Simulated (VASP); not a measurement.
# InSe (R3m) in VASP: notebook

The runs below take InSe through single point, with PBE exchange alone, PBE, PBEsol.

All numbers are computed with VASP 6.6.1; they aren't measurements. Logs are shortened: lines on timing, memory, paths and dates and some standing lists are left out, and cuts for length are marked.

**What was measured.**

From “The Interaction of Hydrogen with the van der Waals Crystal γ-InSe”, 2020, pmc:7321205, for a bulk crystal of InSe at 300 K: band gap 1.25 eV.

The results are compared with them further down.

### 1 The cell of the first run

The structure is trigonal, space group R3m (No. 160). Conventional cell: a = 4.000 Å, b = 4.000 Å, c = 25.320 Å, α = 90.00°, β = 90.00°, γ = 120.00°. In (site symmetry 3m) has 3 Se at 2.63 Å and 1 In at 2.82 Å within 3.5 Å. In (site symmetry 3m) has 3 Se at 2.64 Å and 1 In at 2.82 Å within 3.5 Å. Within 3.5 Å of Se (site symmetry 3m) lie 3 In at 2.63 Å. Se (site symmetry 3m) has 3 In at 2.64 Å within 3.5 Å.

### 2 Single point, PBE exchange alone

INCAR

```
SYSTEM = InSe
PREC = Accurate ; ENCUT = 500
EDIFF = 1E-6 ; ISMEAR = 0
SIGMA = 0.01 ; LREAL = .False.
LASPH = .True. ; NELM = 120
ALGO = Normal ; ISIF = 2
LWAVE = .False. ; LCHARG = .True.
GGA = PE ; ALDAC = 0.0
AGGAC = 0.0 ; LELF = .True.
LVHAR = .True. ; NBANDS = 27
GGA_COMPAT = .False.
```

KPOINTS

```
Automatic mesh
0
Gamma
  8 8 8
  0 0 0
```

POSCAR

```
InSe
1.0
    2.0000000000      1.1547005384      8.4400000000
   -2.0000000000      1.1547005384      8.4400000000
    0.0000000000     -2.3094010768      8.4400000000
In Se
2 2
Direct
    0.1114000000      0.1114000000      0.1114000000
    0.0000000000      0.0000000000      0.0000000000
    0.8281000000      0.8281000000      0.8281000000
    0.6165000000      0.6165000000      0.6165000000
```

Potentials or basis: VASP PAW PBE potentials, release 64 (In_d, Se).

On the command line:

```
cat potpaw_PBE.64/In_d/POTCAR potpaw_PBE.64/Se/POTCAR > POTCAR
mpirun -np 1 vasp_std > vasp.out
```

OUTCAR:

```text
SYSTEM = InSe
   PREC = Accurate
   ENCUT = 500
   EDIFF = 1E-6
   ISMEAR = 0
   LREAL = .False.
   LASPH = .True.
   NELM = 120
   ISIF = 2
   GGA = PE

 ion  position               nearest neighbor table
   1  0.111  0.111  0.111-   3 2.63   3 2.63   3 2.63   2 2.82
   2  0.000  0.000  0.000-   4 2.64   4 2.64   4 2.64   1 2.82
   3  0.828  0.828  0.828-   1 2.63   1 2.63   1 2.63
   4  0.617  0.617  0.617-   2 2.64   2 2.64   2 2.64

  LATTYP: Found a trigonal (rhomboedric) cell.
 ALAT       =     8.7502533297
 COS(alpha) =     0.8955162542

  Lattice vectors:

 A1 = (   2.0000000000,   1.1547005384,   8.4400000000)
 A2 = (  -2.0000000000,   1.1547005384,   8.4400000000)
 A3 = (   0.0000000000,  -2.3094010768,   8.4400000000)

Analysis of symmetry for initial positions (statically):
=====================================================================
 Subroutine PRICEL returns:
 Original cell was already a primitive cell.

 Routine SETGRP: Setting up the symmetry group for a
 trigonal (rhombohedral) supercell.

 Subroutine GETGRP returns: Found  6 space group operations
 (whereof  6 operations were pure point group operations)
 out of a pool of 12 trial point group operations.

The static configuration has the point symmetry C_3v.

Analysis of symmetry for dynamics (positions and initial velocities):
=====================================================================
 Subroutine PRICEL returns:
 Original cell was already a primitive cell.

 Routine SETGRP: Setting up the symmetry group for a
 trigonal (rhombohedral) supercell.

 Subroutine GETGRP returns: Found  6 space group operations
 (whereof  6 operations were pure point group operations)
 out of a pool of 12 trial point group operations.

The dynamic configuration has the point symmetry C_3v.

 Subroutine INISYM returns: Found  6 space group operations
 (whereof  6 operations are pure point group operations),
 and found     1 'primitive' translations

----------------------------------------------------------------------------------------

                                     Primitive cell

  volume of cell :     116.9481

  direct lattice vectors                    reciprocal lattice vectors
     2.000000000  1.154700538  8.440000000     0.250000000  0.144337567  0.039494471
    -2.000000000  1.154700538  8.440000000    -0.250000000  0.144337567  0.039494471
     0.000000000 -2.309401077  8.440000000     0.000000000 -0.288675135  0.039494471

  length of vectors
     8.750253330  8.750253330  8.750253330     0.291364285  0.291364285  0.291364285

  position of ions in fractional coordinates (direct lattice)
     0.111400000  0.111400000  0.111400000
     0.000000000  0.000000000  0.000000000
     0.828100000  0.828100000  0.828100000
     0.616500000  0.616500000  0.616500000

  ion indices of the primitive-cell ions
   primitive index   ion index
                 1           1
                 2           2
                 3           3
                 4           4

----------------------------------------------------------------------------------------

 KPOINTS: Automatic mesh

Automatic generation of k-mesh.
 Grid dimensions read from file:
 generate k-points for:    8    8    8

 Generating k-lattice:

  Cartesian coordinates                     Fractional coordinates (reciprocal lattice)
     0.031250000  0.018042196  0.004936809     0.125000000  0.000000000  0.000000000
    -0.031250000  0.018042196  0.004936809     0.000000000  0.125000000  0.000000000
     0.000000000 -0.036084392  0.004936809     0.000000000  0.000000000  0.125000000

  Length of vectors
     0.036420536  0.036420536  0.036420536

  Shift w.r.t. Gamma in fractional coordinates (k-lattice)
     0.000000000  0.000000000  0.000000000

 Subroutine IBZKPT returns following result:
 ===========================================

 Found     65 irreducible k-points:

 Following reciprocal coordinates:
            Coordinates               Weight
  0.000000  0.000000  0.000000      1.000000
  0.125000 -0.000000  0.000000      6.000000
  0.250000 -0.000000  0.000000      6.000000
  0.375000  0.000000  0.000000      6.000000
  0.500000 -0.000000  0.000000      3.000000
  0.125000  0.125000  0.000000      6.000000
[... 16 lines left out ...]
  0.250000  0.125000  0.125000      6.000000
  0.375000  0.125000  0.125000      6.000000
 [... further k-points ...]
   k-points           NKPTS =     65   k-points in BZ     NKDIM =     65   number of bands    NBANDS=     27
   number of dos      NEDOS =    301   number of ions     NIONS =      4
   total plane-waves  NPLWV = 262144
   dimension x,y,z NGX =    64 NGY =   64 NGZ =   64
   dimension x,y,z NGXF=   128 NGYF=  128 NGZF=  128
   ions per type =               2   2
   NGX,Y,Z   is equivalent  to a cutoff of  12.16, 12.16, 12.16 a.u.
   NGXF,Y,Z  is equivalent  to a cutoff of  24.32, 24.32, 24.32 a.u.
 SYSTEM =  InSe
   PREC   = accura    normal or accurate (medium, high low for compatibility)
   ISTART =      0    job   : 0-new  1-cont  2-samecut
   ICHARG =      2    charge: 1-file 2-atom 10-const
   ISPIN  =      1    spin polarized calculation?
   LNONCOLLINEAR =      F non collinear calculations
   LSORBIT =      F    spin-orbit coupling
   LASPH  =      T    aspherical Exc in radial PAW
   ENCUT  =  500.0 eV  36.75 Ry    6.06 a.u.  15.95 15.95 15.95*2*pi/ulx,y,z
   NELM   =    120;   NELMIN=  2; NELMDL= -5     # of ELM steps
   EDIFF  = 0.1E-05   stopping-criterion for ELM
   LREAL  =      F    real-space projection
   EDIFFG = 0.1E-04   stopping-criterion for IOM
   NSW    =      0    number of steps for IOM
   IBRION =     -1    ionic relax: 0-MD 1-quasi-New 2-CG
   NFREE  =      0    steps in history (QN), initial steepest desc. (CG)
   ISIF   =      2    stress and relaxation
   ISYM   =      2    0-nonsym 1-usesym 2-fastsym
   POTIM  = 0.5000    time-step for ionic-motion
   TEBEG  =    0.0;   TEEND  =   0.0 temperature during run
   PSTRESS=    0.0 pullay stress
   NELECT =      38.0000    total number of electrons
   NUPDOWN=      -1.0000    fix difference up-down
   EMIN   =  10.00;   EMAX   =-10.00  energy-range for DOS
   EFERMI =   0.00;   METHOD = LEGACY
   ISMEAR =     0;   SIGMA  =   0.01  broadening in eV -4-tet -1-fermi 0-gaus
   EFERMI_NEDOS =   21; number of points for ismear=-14 and -15
   IALGO  =     38    algorithm
   IMIX   =      4    mixing-type and parameters
     AMIX     =   0.40;   BMIX     =  1.00
     AMIX_MAG =   1.60;   BMIX_MAG =  1.00
  volume/ion in A,a.u.               =      29.24       197.30
  Fermi-wavevector in a.u.,A,eV,Ry     =   1.125481  2.126852 17.234615  1.266709
  Thomas-Fermi vector in A             =   2.262159
   LORBIT       =      0    0 simple, 1 ext, 2 COOP (PROOUT), +10 PAW based schemes
   GGA     = PE    functional components
   LHFCALC =     F    Hartree Fock is set to
   AEXX    =    0.0000 exact exchange contribution
   IVDW    =     0    specifies the selected vdW correction
   LEPSILON=     F    determine dielectric tensor
   LRPA    =     F    only Hartree local field effects (RPA)
 non-spin polarized calculation
 Gauss-broadening in eV      SIGMA  =   0.01
  energy-cutoff  :      500.00
  volume of cell :      116.95
 maximum number of plane-waves:      3012
   NGX = 31   NGY = 31   NGZ = 31

 number of electron      38.0000005 magnetization

 Free energy of the ion-electron system (eV)
  ---------------------------------------------------
  ext. energy  EPLUGINS =         0.00000000
  ---------------------------------------------------
  free energy    TOTEN  =        -9.26554305 eV

  energy without entropy =       -9.26554305  energy(sigma->0) =       -9.26554305

 E-fermi :   5.5854     XC(G=0):  -7.3740

 val. band max:        5.5464535676   @ k =   0.5000   0.5000   0.5000
 cond. band min:       5.9664448349   @ k =   0.5000   0.5000   0.5000
 fundamental gap:      0.4199912673
 Fermi energy:         5.5854258273

 k-point     1 :       0.0000    0.0000    0.0000
  band No.  band energies     occupation
      1      -9.1250      2.00000
      2      -8.9532      2.00000
      3      -8.9532      2.00000
      4      -8.8794      2.00000
      5      -8.8794      2.00000
      6      -8.8562      2.00000
[... 19 lines left out ...]
     26      11.0415      0.00000
     27      13.2713      0.00000

 k-point     2 :       0.1250   -0.0000    0.0000
  band No.  band energies     occupation
      1      -9.1334      2.00000
      2      -9.0115      2.00000
      3      -8.9537      2.00000
      4      -8.9494      2.00000
      5      -8.8679      2.00000
      6      -8.8604      2.00000
[... 19 lines left out ...]
     26      11.3770      0.00000
     27      12.8666      0.00000

 k-point     3 :       0.2500   -0.0000    0.0000
  band No.  band energies     occupation
      1      -9.1987      2.00000
      2      -9.0804      2.00000
      3      -9.0573      2.00000
      4      -8.9446      2.00000
      5      -8.8706      2.00000
      6      -8.8402      2.00000
[... 19 lines left out ...]
     26      12.1344      0.00000
     27      12.3841      0.00000

 k-point     4 :       0.3750    0.0000    0.0000
  band No.  band energies     occupation
      1      -9.2787      2.00000
      2      -9.1743      2.00000
      3      -9.0560      2.00000
      4      -8.9441      2.00000
      5      -8.8805      2.00000
      6      -8.8130      2.00000
[... 19 lines left out ...]
     26      12.2879      0.00000
     27      12.7820      0.00000

 k-point     5 :       0.5000   -0.0000    0.0000
  band No.  band energies     occupation
      1      -9.3090      2.00000
      2      -9.2080      2.00000
      3      -9.0530      2.00000
      4      -8.9447      2.00000
      5      -8.8845      2.00000
      6      -8.8020      2.00000
[... 19 lines left out ...]
     26      12.0796      0.00000
     27      12.5810      0.00000

 k-point     6 :       0.1250    0.1250    0.0000
  band No.  band energies     occupation
      1      -9.1332      2.00000
      2      -9.0112      2.00000
      3      -8.9542      2.00000
      4      -8.9495      2.00000
      5      -8.8679      2.00000
      6      -8.8604      2.00000
[... 444 lines left out ...]
      1      -9.3006      2.00000
      2      -9.2173      2.00000
      3      -9.0521      2.00000
      4      -8.9452      2.00000
      5      -8.8844      2.00000
      6      -8.8018      2.00000
[... 19 lines left out ...]
     26      12.7431      0.00000
     27      13.4146      0.00000

 k-point    22 :       0.1250    0.1250    0.1250
  band No.  band energies     occupation
      1      -9.1249      2.00000
      2      -8.9532      2.00000
      3      -8.9532      2.00000
      4      -8.8794      2.00000
      5      -8.8794      2.00000
      6      -8.8562      2.00000
[... 19 lines left out ...]
     26      11.0604      0.00000
     27      13.3425      0.00000

 k-point    23 :       0.2500    0.1250    0.1250
  band No.  band energies     occupation
      1      -9.1328      2.00000
      2      -9.0102      2.00000
      3      -8.9560      2.00000
      4      -8.9494      2.00000
      5      -8.8679      2.00000
      6      -8.8604      2.00000
[... 19 lines left out ...]
     26      11.4437      0.00000
     27      12.8969      0.00000

 k-point    24 :       0.3750    0.1250    0.1250
  band No.  band energies     occupation
      1      -9.1958      2.00000
      2      -9.0852      2.00000
      3      -9.0558      2.00000
      4      -8.9446      2.00000
      5      -8.8706      2.00000
      6      -8.8402      2.00000
[... 19 lines left out ...]
     26      12.1406      0.00000
     27      12.5596      0.00000

 [... further k-points ...]

------------------------ aborting loop because EDIFF is reached ----------------------------------------

  FORCE on cell =-STRESS in cart. coord.  units (eV):
  Direction    XX          YY          ZZ          XY          YZ          ZX
  --------------------------------------------------------------------------------------
  -------------------------------------------------------------------------------------
  Total        8.3187066      8.3187066      6.4593266     -0.0000000      0.0000000      0.0000000
  in kB      113.9654818    113.9654818     88.4921535     -0.0000000      0.0000000      0.0000000
  external PRESSURE =     105.4743724 kB  Pullay stress =       0.0000000 kB

 VOLUME and BASIS-vectors are now :
 -----------------------------------------------------------------------------
  energy-cutoff  :      500.00
  volume of cell :      116.95
      direct lattice vectors                 reciprocal lattice vectors
     2.000000000  1.154700538  8.440000000     0.250000000  0.144337567  0.039494471
    -2.000000000  1.154700538  8.440000000    -0.250000000  0.144337567  0.039494471
     0.000000000 -2.309401077  8.440000000     0.000000000 -0.288675135  0.039494471

 POSITION                                       TOTAL-FORCE (eV/Angst)
 -----------------------------------------------------------------------------------
      0.00000      0.00000      2.82065         0.000000      0.000000     -0.624328
      0.00000      0.00000      0.00000         0.000000      0.000000      0.621086
      0.00000      0.00000     20.96749         0.000000      0.000000      0.827785
      0.00000      0.00000     15.60978         0.000000      0.000000     -0.824543
 -----------------------------------------------------------------------------------
    total drift:                               -0.000000     -0.000000      0.000573

  FREE ENERGIE OF THE ION-ELECTRON SYSTEM (eV)
  ---------------------------------------------------
  free  energy   TOTEN  =        -9.2655430501 eV

  energy  without entropy=       -9.2655430501  energy(sigma->0) =       -9.26554305
```

Wall time 7.4 min (1 thread of Intel Xeon Platinum 8488C (Sapphire Rapids), shared host); peak memory 0.61 GiB.

Results:

```
Free energy            : -9.2655 eV
Pressure               : 10.5 GPa
Largest force          : 0.828 eV/Å
Band gap on the k mesh : 0.42 eV
```

Forces in eV/Å, atoms in the order of the input:
```
In   0.000  0.000 -0.624
In   0.000  0.000  0.621
Se   0.000  0.000  0.828
Se   0.000  0.000 -0.825
```

Stress tensor (GPa, compression positive):
```
11.40  0.00  0.00
 0.00 11.40  0.00
 0.00  0.00  8.85
```

Caveat: the cell stands under pressure; spin-orbit coupling is left out, which moves the levels of the heavy elements.

### 3 Single point, PBE

INCAR

```
SYSTEM = InSe
  ALGO = Normal
  EDIFF = 1E-6
  ENCUT = 520
  GGA = PE
  ISIF = 2
  ISMEAR = -1
  LASPH = .True.
  LCHARG = .False.
  LREAL = .False.
  LWAVE = .False.
  NBANDS = 27
  NELM = 60
  PREC = Accurate
  SIGMA = 0.03
```

KPOINTS

```
k-points
0
Gamma
  5 5 5
  0 0 0
```

POSCAR

```
InSe
1.0
    2.0000000000      1.1547005384      8.4400000000
   -2.0000000000      1.1547005384      8.4400000000
    0.0000000000     -2.3094010768      8.4400000000
In Se
2 2
Direct
    0.8886000000      0.8886000000      0.8886000000
    0.0000000000      0.0000000000      0.0000000000
    0.1719000000      0.1719000000      0.1719000000
    0.3835000000      0.3835000000      0.3835000000
```

Potentials or basis: VASP PAW PBE potentials, release 64 (In_d, Se).

On the command line:

```
cat potpaw_PBE.64/In_d/POTCAR potpaw_PBE.64/Se/POTCAR > POTCAR
mpirun -np 1 vasp_std > vasp.out
```

It took 7.5 min on 1 thread of Intel Xeon Platinum 8259CL at 2.50GHz (Skylake/Cascade Lake), shared host; peak memory 0.63 GiB.

The run converged. Its results:

```yaml
Free_energy: -14.1195 eV
Pressure: 2.9 GPa
Largest_force: 0.372 eV/Å
Band_gap_on_the_k_mesh: 0.96 eV
```

Forces on the atoms (eV/Å):
```
In   0.000  0.000  0.372
In   0.000  0.000 -0.356
Se   0.000  0.000 -0.272
Se   0.000  0.000  0.256
```

Stress tensor (GPa, compression positive):
```
3.32 0.00 0.00
0.00 3.32 0.00
0.00 0.00 1.95
```

Levels at points of the mesh, in eV from the valence-band top:
| k point | band 15 | band 16 | band 17 | band 18 | band 19 | band 20 | band 21 | band 22 | band 23 | band 24 |
| --- | --- | --- | --- | --- | --- | --- | --- | --- | --- | --- |
| (0.00, 0.00, 0.00) | -1.24 | -1.03 | -1.03 | -0.94 | -0.94 | 1.96 | 2.37 | 4.67 | 4.67 | 5.45 |

Caveat: spin-orbit coupling is left out, which moves the levels of the heavy elements; an odd mesh through Γ misses points on the zone boundary, where band edges can lie. Expect the measured gap to be larger: semilocal functionals such as PBE lack the derivative discontinuity.

### 4 Single point, PBEsol

INCAR

```
SYSTEM = InSe
ALGO = Normal
EDIFF = 1E-7
ENCUT = 520
GGA = PS
ISIF = 2
ISMEAR = -1
LASPH = .True.
LCHARG = .False.
LREAL = .False.
LWAVE = .False.
NBANDS = 27
NELM = 60
PREC = Accurate
SIGMA = 0.05
```

KPOINTS

```
k-points
0
Gamma
  6 6 6
  0 0 0
```

POSCAR is that of step 3.

On the command line:

```
cat potpaw_PBE.64/In_d/POTCAR potpaw_PBE.64/Se/POTCAR > POTCAR
mpirun -np 1 vasp_std > vasp.out
```

Wall time 10 min (1 thread of Intel Xeon Platinum 8259CL at 2.50GHz (Skylake/Cascade Lake), shared host); peak memory 0.65 GiB.

The run converged. Its results:

```
Free energy            : -15.5855 eV
Pressure               : 0.3 GPa
Largest force          : 0.317 eV/Å
Band gap on the k mesh : 0.33 eV
```

Forces in eV/Å, atoms in the order of the input:
```
In   0.000  0.000  0.317
In   0.000  0.000 -0.299
Se   0.000  0.000 -0.106
Se   0.000  0.000  0.088
```

Stress tensor (GPa, compression positive):
```
 0.60  0.00  0.00
 0.00  0.60  0.00
 0.00  0.00 -0.45
```

Levels at points of the mesh, in eV from the valence-band top:
```csv
k point,band 17,band 18,band 19,band 20,band 21,band 22
"(0.00, 0.00, 0.00)",-1.31,-1.22,-1.22,1.62,1.99,4.35
"(0.50, 0.00, 0.00)",-2.36,-2.25,-1.69,1.13,1.90,3.55
"(0.50, 0.50, 0.00)",-2.52,-2.07,-1.52,1.11,1.91,3.20
"(0.50, 0.50, 0.50)",-1.14,-1.14,0.00,0.33,2.05,4.27
```

Caveat: the PAW data sets were made with another functional, which shifts forces and pressure a little; spin-orbit coupling is left out, which moves the levels of the heavy elements.

### 5 The runs side by side

| level | k mesh | cutoff (eV) | smearing | gap on the mesh (eV) | pressure (GPa) | largest force (eV/Å) |
| --- | --- | --- | --- | --- | --- | --- |
| PBE exchange alone | 8 × 8 × 8 | 500 | gaussian 0.01 eV | 0.42 | 10.5 | 0.83 |
| PBE | 5 × 5 × 5 | 520 | fermi-dirac 0.03 eV | 0.96 | 2.9 | 0.37 |
| PBEsol | 6 × 6 × 6 | 520 | fermi-dirac 0.05 eV | 0.33 | 0.3 | 0.32 |

Alike in all rows: task single point; potentials or basis VASP PAW PBE potentials, release 64 (In_d, Se); no spin polarisation; cell a = 8.750 Å, angles 26.4°, 4 atoms.

On the cell as given the gap runs from 0.33 eV (PBEsol) to 0.96 eV (PBE); the meshes differ, which moves gaps too. The pressure there spans 0.3 GPa (PBEsol) to 10.5 GPa (PBE exchange alone); a positive pressure means that this level wants a larger cell, a negative one a smaller.

Caveats: spin-orbit coupling is left out, which moves the levels of the heavy elements; the cell stands under pressure (at least some runs); an odd mesh through Γ misses points on the zone boundary, where band edges can lie (at least some runs); the PAW data sets were made with another functional, which shifts forces and pressure a little (at least some runs).

Absolute energies hang on the potentials; compare differences alone.

### 6 Against experiment

Step 4. A measured gap of InSe is 1.25 eV (300 K; “The Interaction of Hydrogen with the van der Waals Crystal γ-InSe”, 2020, pmc:7321205); the calculated 0.33 eV misses it by -0.92 eV. Spin-orbit coupling on In, Se is left out. The value is that of PBEsol on a finite k mesh, which can miss the band edges, without temperature or zero-point motion. Semilocal functionals fall short of measured gaps as a rule.
